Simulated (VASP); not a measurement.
# CdSe (qha) (P6_3mc) in VASP: a series of runs

CdSe (qha) is run at these levels: PBEsol; tasks: single point, relaxation of cell and atoms.

Everything below comes from runs of VASP 6.6.1. Logs are shortened: lines on timing, memory, paths and dates and some standing lists are left out, and cuts for length are marked.

**1. The cell of the first run**

The structure is hexagonal, space group P6_3mc (No. 186). The conventional cell has a = 4.302 Å, b = 4.302 Å, c = 7.022 Å, α = 90.00°, β = 90.00°, γ = 120.00°. Cd (site symmetry 3m) has 4 Se at 2.63 to 2.64 Å within 3.5 Å. Within 3.5 Å of Se (site symmetry 3m) lie 4 Cd at 2.63 to 2.64 Å.

**2. Single point, PBEsol**

INCAR

```
SYSTEM = CdSe
ALGO = Normal
EDIFF = 1E-6
ENCUT = 520
GGA = PS
ISIF = 2
ISMEAR = 0
LASPH = .TRUE.
LCHARG = .FALSE.
LREAL = .FALSE.
LWAVE = .FALSE.
NBANDS = 26
NELM = 100
PREC = Accurate
SIGMA = 0.01
```

KPOINTS

```
k-points
0
G
  10 10 6
  0 0 0
```

POSCAR

```
CdSe
1.0
    4.3019001062      0.0000000000      0.0000000000
   -2.1509500531      3.7255547765      0.0000000000
    0.0000000000      0.0000000000      7.0222751782
Cd Se
2 2
Direct
    0.3333333333      0.6666666667      0.0046653689
    0.6666666667      0.3333333333      0.5046653689
    0.3333333333      0.6666666667      0.3803346311
    0.6666666667      0.3333333333      0.8803346311
```

Potentials or basis: VASP PAW PBE potentials, release 64 (Cd, Se).

On the command line:

```console
$ cat potpaw_PBE.64/Cd/POTCAR potpaw_PBE.64/Se/POTCAR > POTCAR
$ mpirun -np 1 vasp_std > vasp.out
```

OUTCAR:

```text
SYSTEM = CdSe
   EDIFF = 1E-6
   ENCUT = 520
   GGA = PS
   ISIF = 2
   ISMEAR = 0
   LASPH = .TRUE.
   LREAL = .FALSE.
   NELM = 100
   PREC = Accurate

 ion  position               nearest neighbor table
   1  0.333  0.667  0.005-   4 2.63   4 2.63   4 2.63   3 2.64
   2  0.667  0.333  0.505-   3 2.63   3 2.63   3 2.63   4 2.64
   3  0.333  0.667  0.380-   2 2.63   2 2.63   2 2.63   1 2.64
   4  0.667  0.333  0.880-   1 2.63   1 2.63   1 2.63   2 2.64

  LATTYP: Found a hexagonal cell.
 ALAT       =     4.3019001062
 C/A-ratio  =     1.6323659325

  Lattice vectors:

 A1 = (   4.3019001062,   0.0000000000,   0.0000000000)
 A2 = (  -2.1509500531,   3.7255547765,   0.0000000000)
 A3 = (   0.0000000000,   0.0000000000,   7.0222751782)

Analysis of symmetry for initial positions (statically):
=====================================================================
 Subroutine PRICEL returns:
 Original cell was already a primitive cell.

 Routine SETGRP: Setting up the symmetry group for a
 hexagonal supercell.

 Subroutine GETGRP returns: Found 12 space group operations
 (whereof  6 operations were pure point group operations)
 out of a pool of 24 trial point group operations.

The static configuration has the point symmetry C_3v.
 The point group associated with its full space group is C_6v.

Analysis of symmetry for dynamics (positions and initial velocities):
=====================================================================
 Subroutine PRICEL returns:
 Original cell was already a primitive cell.

 Routine SETGRP: Setting up the symmetry group for a
 hexagonal supercell.

 Subroutine GETGRP returns: Found 12 space group operations
 (whereof  6 operations were pure point group operations)
 out of a pool of 24 trial point group operations.

The dynamic configuration has the point symmetry C_3v.
 The point group associated with its full space group is C_6v.

 Subroutine INISYM returns: Found 12 space group operations
 (whereof  6 operations are pure point group operations),
 and found     1 'primitive' translations

----------------------------------------------------------------------------------------

                                     Primitive cell

  volume of cell :     112.5458

  direct lattice vectors                    reciprocal lattice vectors
     4.301900106  0.000000000  0.000000000     0.232455421  0.134208200  0.000000000
    -2.150950053  3.725554777  0.000000000     0.000000000  0.268416400  0.000000000
     0.000000000  0.000000000  7.022275178     0.000000000  0.000000000  0.142403989

  length of vectors
     4.301900106  4.301900106  7.022275178     0.268416400  0.268416400  0.142403989

  position of ions in fractional coordinates (direct lattice)
     0.333333333  0.666666667  0.004665369
     0.666666667  0.333333333  0.504665369
     0.333333333  0.666666667  0.380334631
     0.666666667  0.333333333  0.880334631

  ion indices of the primitive-cell ions
   primitive index   ion index
                 1           1
                 2           2
                 3           3
                 4           4

----------------------------------------------------------------------------------------

 KPOINTS: k-points

Automatic generation of k-mesh.
 Grid dimensions read from file:
 generate k-points for:   10   10    6

 Generating k-lattice:

  Cartesian coordinates                     Fractional coordinates (reciprocal lattice)
     0.023245542  0.013420820  0.000000000     0.100000000 -0.000000000  0.000000000
     0.000000000  0.026841640  0.000000000     0.000000000  0.100000000  0.000000000
     0.000000000  0.000000000  0.023733998     0.000000000  0.000000000  0.166666667

  Length of vectors
     0.026841640  0.026841640  0.023733998

  Shift w.r.t. Gamma in fractional coordinates (k-lattice)
     0.000000000  0.000000000  0.000000000

 Subroutine IBZKPT returns following result:
 ===========================================

 Found     56 irreducible k-points:

 Following reciprocal coordinates:
            Coordinates               Weight
  0.000000  0.000000  0.000000      1.000000
  0.100000 -0.000000  0.000000      6.000000
  0.200000 -0.000000  0.000000      6.000000
  0.300000  0.000000  0.000000      6.000000
  0.400000  0.000000  0.000000      6.000000
  0.500000 -0.000000  0.000000      3.000000
[... 16 lines left out ...]
  0.300000  0.100000  0.166667     24.000000
  0.400000  0.100000  0.166667     24.000000
 [... further k-points ...]
   k-points           NKPTS =     56   k-points in BZ     NKDIM =     56   number of bands    NBANDS=     26
   number of dos      NEDOS =    301   number of ions     NIONS =      4
   total plane-waves  NPLWV =  55296
   dimension x,y,z NGX =    32 NGY =   32 NGZ =   54
   dimension x,y,z NGXF=    64 NGYF=   64 NGZF=  108
   ions per type =               2   2
   NGX,Y,Z   is equivalent  to a cutoff of  12.37, 12.37, 12.78 a.u.
   NGXF,Y,Z  is equivalent  to a cutoff of  24.73, 24.73, 25.57 a.u.
 SYSTEM =  CdSe
   PREC   = accura    normal or accurate (medium, high low for compatibility)
   ISTART =      0    job   : 0-new  1-cont  2-samecut
   ICHARG =      2    charge: 1-file 2-atom 10-const
   ISPIN  =      1    spin polarized calculation?
   LNONCOLLINEAR =      F non collinear calculations
   LSORBIT =      F    spin-orbit coupling
   LASPH  =      T    aspherical Exc in radial PAW
   ENCUT  =  520.0 eV  38.22 Ry    6.18 a.u.   8.00  8.00 13.06*2*pi/ulx,y,z
   NELM   =    100;   NELMIN=  2; NELMDL= -5     # of ELM steps
   EDIFF  = 0.1E-05   stopping-criterion for ELM
   LREAL  =      F    real-space projection
   EDIFFG = 0.1E-04   stopping-criterion for IOM
   NSW    =      0    number of steps for IOM
   IBRION =     -1    ionic relax: 0-MD 1-quasi-New 2-CG
   NFREE  =      0    steps in history (QN), initial steepest desc. (CG)
   ISIF   =      2    stress and relaxation
   ISYM   =      2    0-nonsym 1-usesym 2-fastsym
   POTIM  = 0.5000    time-step for ionic-motion
   TEBEG  =    0.0;   TEEND  =   0.0 temperature during run
   PSTRESS=    0.0 pullay stress
   NELECT =      36.0000    total number of electrons
   NUPDOWN=      -1.0000    fix difference up-down
   EMIN   =  10.00;   EMAX   =-10.00  energy-range for DOS
   EFERMI =   0.00;   METHOD = LEGACY
   ISMEAR =     0;   SIGMA  =   0.01  broadening in eV -4-tet -1-fermi 0-gaus
   EFERMI_NEDOS =   21; number of points for ismear=-14 and -15
   IALGO  =     38    algorithm
   IMIX   =      4    mixing-type and parameters
     AMIX     =   0.40;   BMIX     =  1.00
     AMIX_MAG =   1.60;   BMIX_MAG =  1.00
  volume/ion in A,a.u.               =      28.14       189.87
  Fermi-wavevector in a.u.,A,eV,Ry     =   1.119608  2.115752 17.055200  1.253522
  Thomas-Fermi vector in A             =   2.256248
   LORBIT       =      0    0 simple, 1 ext, 2 COOP (PROOUT), +10 PAW based schemes
   GGA     = PS    functional components
   LHFCALC =     F    Hartree Fock is set to
   AEXX    =    0.0000 exact exchange contribution
   IVDW    =     0    specifies the selected vdW correction
   LEPSILON=     F    determine dielectric tensor
   LRPA    =     F    only Hartree local field effects (RPA)
 non-spin polarized calculation
 Gauss-broadening in eV      SIGMA  =   0.01
  energy-cutoff  :      520.00
  volume of cell :      112.55
 maximum number of plane-waves:      3047
 NGX is ok and might be reduce to    32
   NGX = 15   NGY = 15   NGZ = 27

 number of electron      35.9999992 magnetization

 Free energy of the ion-electron system (eV)
  ---------------------------------------------------
  ext. energy  EPLUGINS =         0.00000000
  ---------------------------------------------------
  free energy    TOTEN  =       -12.35217333 eV

  energy without entropy =      -12.35217333  energy(sigma->0) =      -12.35217333

 E-fermi :   0.9187     XC(G=0):  -9.0903

 val. band max:        0.8149130237   @ k =   0.0000   0.0000   0.0000
 cond. band min:       1.3545382977   @ k =   0.0000   0.0000   0.0000
 fundamental gap:      0.5396252740
 Fermi energy:         0.9187274280

 k-point     1 :       0.0000    0.0000    0.0000
  band No.  band energies     occupation
      1     -11.8155      2.00000
      2     -11.4306      2.00000
      3      -7.0917      2.00000
      4      -7.0846      2.00000
      5      -7.0846      2.00000
      6      -7.0161      2.00000
[... 18 lines left out ...]
     25       7.7654      0.00000
     26       8.3953      0.00000

 k-point     2 :       0.1000   -0.0000    0.0000
  band No.  band energies     occupation
      1     -11.7838      2.00000
      2     -11.4159      2.00000
      3      -7.0825      2.00000
      4      -7.0731      2.00000
      5      -7.0612      2.00000
      6      -7.0026      2.00000
[... 18 lines left out ...]
     25       8.0044      0.00000
     26       8.2054      0.00000

 k-point     3 :       0.2000   -0.0000    0.0000
  band No.  band energies     occupation
      1     -11.6982      2.00000
      2     -11.3793      2.00000
      3      -7.0559      2.00000
      4      -7.0453      2.00000
      5      -6.9957      2.00000
      6      -6.9589      2.00000
[... 18 lines left out ...]
     25       7.8657      0.00000
     26       8.6412      0.00000

 k-point     4 :       0.3000    0.0000    0.0000
  band No.  band energies     occupation
      1     -11.5851      2.00000
      2     -11.3395      2.00000
      3      -7.0284      2.00000
      4      -7.0170      2.00000
      5      -6.9247      2.00000
      6      -6.9080      2.00000
[... 18 lines left out ...]
     25       8.5083      0.00000
     26       8.6970      0.00000
[... 496 lines left out ...]
      1     -11.6062      2.00000
      2     -11.3693      2.00000
      3      -7.0279      2.00000
      4      -7.0235      2.00000
      5      -6.9493      2.00000
      6      -6.9393      2.00000
[... 18 lines left out ...]
     25       8.3518      0.00000
     26       8.7421      0.00000

 k-point    23 :       0.3000    0.1000    0.1667
  band No.  band energies     occupation
      1     -11.5020      2.00000
      2     -11.3338      2.00000
      3      -7.0080      2.00000
      4      -7.0005      2.00000
      5      -6.9062      2.00000
      6      -6.8919      2.00000
[... 18 lines left out ...]
     25       8.4424      0.00000
     26       9.0706      0.00000

 k-point    24 :       0.4000    0.1000    0.1667
  band No.  band energies     occupation
      1     -11.4280      2.00000
      2     -11.3210      2.00000
      3      -7.0013      2.00000
      4      -6.9870      2.00000
      5      -6.8790      2.00000
      6      -6.8652      2.00000
[... 18 lines left out ...]
     25       8.6775      0.00000
     26       9.8166      0.00000

 [... further k-points ...]

------------------------ aborting loop because EDIFF is reached ----------------------------------------

  FORCE on cell =-STRESS in cart. coord.  units (eV):
  Direction    XX          YY          ZZ          XY          YZ          ZX
  --------------------------------------------------------------------------------------
  -------------------------------------------------------------------------------------
  Total        0.2304650      0.2304650      0.2308219      0.0000000     -0.0000000      0.0000000
  in kB        3.2808509      3.2808509      3.2859310      0.0000000     -0.0000000      0.0000000
  external PRESSURE =       3.2825443 kB  Pullay stress =       0.0000000 kB

 VOLUME and BASIS-vectors are now :
 -----------------------------------------------------------------------------
  energy-cutoff  :      520.00
  volume of cell :      112.55
      direct lattice vectors                 reciprocal lattice vectors
     4.301900106  0.000000000  0.000000000     0.232455421  0.134208200  0.000000000
    -2.150950053  3.725554777  0.000000000     0.000000000  0.268416400  0.000000000
     0.000000000  0.000000000  7.022275178     0.000000000  0.000000000  0.142403989

 POSITION                                       TOTAL-FORCE (eV/Angst)
 -----------------------------------------------------------------------------------
     -0.00000      2.48370      0.03276         0.000000     -0.000000      0.000937
      2.15095      1.24185      3.54390        -0.000000      0.000000      0.000937
     -0.00000      2.48370      2.67081         0.000000      0.000000     -0.000937
      2.15095      1.24185      6.18195        -0.000000      0.000000     -0.000937
 -----------------------------------------------------------------------------------
    total drift:                               -0.000000     -0.000000      0.000175

  FREE ENERGIE OF THE ION-ELECTRON SYSTEM (eV)
  ---------------------------------------------------
  free  energy   TOTEN  =       -12.3521733308 eV

  energy  without entropy=      -12.3521733308  energy(sigma->0) =      -12.35217333
```

Run time: 67 s. Hardware: 1 thread of AMD EPYC 9R45 (Zen 5), shared host; peak memory 0.28 GiB.

Results:

| Quantity | Value |
| --- | --- |
| Free energy | -12.3522 eV |
| Pressure | 0.3 GPa |
| Band gap on the k mesh | 0.54 eV, direct |

Levels at points of the mesh, in eV from the valence-band top:
| k point | band 15 | band 16 | band 17 | band 18 | band 19 | band 20 | band 21 | band 22 |
| --- | --- | --- | --- | --- | --- | --- | --- | --- |
| (0.00, 0.00, 0.00) | -0.77 | -0.05 | 0.00 | 0.00 | 0.54 | 2.10 | 5.78 | 5.78 |
| (0.50, 0.00, 0.00) | -2.71 | -1.88 | -1.37 | -0.77 | 3.12 | 3.23 | 4.66 | 6.06 |
| (0.00, 0.00, 0.50) | -0.41 | -0.41 | -0.41 | -0.41 | 2.28 | 2.28 | 5.74 | 5.74 |
| (0.50, 0.00, 0.50) | -1.39 | -1.39 | -1.37 | -1.37 | 2.82 | 2.82 | 4.75 | 4.75 |

Caveat: the PAW data sets were made with another functional, which shifts forces and pressure a little.

**3. Relaxation of cell and atoms, PBEsol**

INCAR

```
SYSTEM = CdSe
PREC = Accurate ; ENCUT = 600
EDIFF = 1E-7 ; ISMEAR = 0
SIGMA = 0.01 ; LREAL = .False.
LASPH = .True. ; NELM = 100
ALGO = Normal ; ISIF = 3
LWAVE = .False. ; LCHARG = .False.
GGA = PS ; IBRION = 2
NSW = 80 ; EDIFFG = -0.001
```

KPOINTS

```
Automatic mesh
0
Gamma
  10 10 6
  0 0 0
```

POSCAR

```
CdSe
1.0
    4.3010051471      0.0000000000      0.0000000000
   -2.1505025735      3.7247797192      0.0000000000
    0.0000000000      0.0000000000      7.0220888563
Cd Se
2 2
Direct
    0.3333333333      0.6666666667      0.0046927247
    0.6666666667      0.3333333333      0.5046927247
    0.3333333333      0.6666666667      0.3803072753
    0.6666666667      0.3333333333      0.8803072753
```

Potentials or basis: VASP PAW PBE potentials, release 64 (Cd, Se).

On the command line:

```console
$ cat potpaw_PBE.64/Cd/POTCAR potpaw_PBE.64/Se/POTCAR > POTCAR
$ mpirun -np 1 vasp_std > vasp.out
```

Run time: 2.9 min. Hardware: 1 thread of AMD EPYC 9R45 (Zen 5), shared host; peak memory 0.34 GiB.

Results (log left out):

```
Free energy                            : -12.3527 eV
Relaxed volume                         : 28.29 Å³/atom
Relaxed cell                           : a = 4.310 Å, b = 4.310 Å, c = 7.036 Å, α = 90.00°, β = 90.00°, γ = 120.00°
Space group after relaxing (to 0.05 Å) : P6_3mc (No. 186)
Energy gained by relaxing              : 0.2 meV/atom
Ionic steps                            : 3
Pressure after relaxing                : 0.0 GPa
Band gap on the k mesh                 : 0.53 eV, direct
```

The path:
```
step  energy change (eV)  largest force (eV/Å)  pressure (GPa)  volume (Å³)
   1              0.0000                0.0005            0.31       112.50
   2             -0.0006                0.0008           -0.10       113.39
   3             -0.0006                0.0005            0.00       113.16
```

Final structure:
```
Cd Se
1.0
     4.30952    0.00000    0.00000
    -2.15476    3.73216    0.00000
     0.00000    0.00000    7.03592
Cd Se
2 2
Direct
  0.33333 0.66667 0.00470
  0.66667 0.33333 0.50470
  0.33333 0.66667 0.38030
  0.66667 0.33333 0.88030
```

Levels at points of the mesh, in eV from the valence-band top:
| k point | band 16 | band 17 | band 18 | band 19 | band 20 | band 21 |
| --- | --- | --- | --- | --- | --- | --- |
| (0.00, 0.00, 0.00) | -0.05 | 0.00 | 0.00 | 0.53 | 2.10 | 5.78 |
| (0.50, 0.00, 0.00) | -1.87 | -1.35 | -0.76 | 3.11 | 3.23 | 4.66 |
| (0.00, 0.00, 0.50) | -0.40 | -0.40 | -0.40 | 2.27 | 2.27 | 5.74 |
| (0.50, 0.00, 0.50) | -1.38 | -1.35 | -1.35 | 2.82 | 2.82 | 4.75 |

Caveat: the PAW data sets were made with another functional, which shifts forces and pressure a little. Zero-point motion and thermal expansion aren't in these numbers.
